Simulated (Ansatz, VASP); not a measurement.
CdO in VASP and in Ansatz

Contents of INCAR:

```
SYSTEM = CdO
PREC = Accurate
ENCUT = 700
EDIFF = 1E-6
ISMEAR = 0
SIGMA = 0.05
LREAL = .FALSE.
LASPH = .TRUE.
NELM = 120
ALGO = Normal
ISIF = 2
LWAVE = .FALSE.
LCHARG = .FALSE.
GGA = PS
NBANDS = 20
GGA_COMPAT = .FALSE.
```

KPOINTS

```
regular mesh
0
G
  6 6 6
  0 0 0
```

Contents of POSCAR:

```
CdO
1.0
    0.0000000000      2.3444684677      2.3444684677
    2.3444684677      0.0000000000      2.3444684677
    2.3444684677      2.3444684677      0.0000000000
Cd O
1 1
Direct
    0.0000000000      0.0000000000      0.0000000000
    0.5000000000      0.5000000000      0.5000000000
```

Input for Ansatz:

```yaml
crystal:
  lattice:
    - [0.0, 2.3444684677, 2.3444684677]
    - [2.3444684677, 0.0, 2.3444684677]
    - [2.3444684677, 2.3444684677, 0.0]
  atoms:
    - { symbol: Cd, position: [0.0, 0.0, 0.0] }
    - { symbol: O, position: [0.5, 0.5, 0.5] }
basis:
  ecutwfc: 420
kpoints:
  mp_grid: { grid: [6, 6, 6] }
hamiltonian:
  xc: pbesol
scf:
  occupations: { method: gaussian, width: 0.05 }
output:
  forces: true
  stress: true
  eigenvalues: true
```

Alike in both runs: task single point; functional PBEsol; k mesh 6 × 6 × 6; occupations gaussian, width 0.05 eV; no spin polarisation.

|  | VASP | Ansatz |
| --- | --- | --- |
| version | VASP 6.6.1 | Ansatz 0.2.0 |
| potentials or method | VASP PAW PBE potentials, release 64 (Cd_sv_GW, O), cutoff 700 eV | scalar-relativistic, plane waves, PAW |
| valence electrons in the cell | 26 | 26 |

```csv
,VASP,Ansatz,Ansatz less VASP
gap on the k mesh at the Fermi level (eV),none,none,-
pressure (GPa),0.0,0.2,+0.16
```

VASP's potentials were made for PBE, not for PBEsol. A gap of «none» marks a metal or a gap that the smearing closes.

The k mesh is coarse, so the values compare programs but aren't converged.
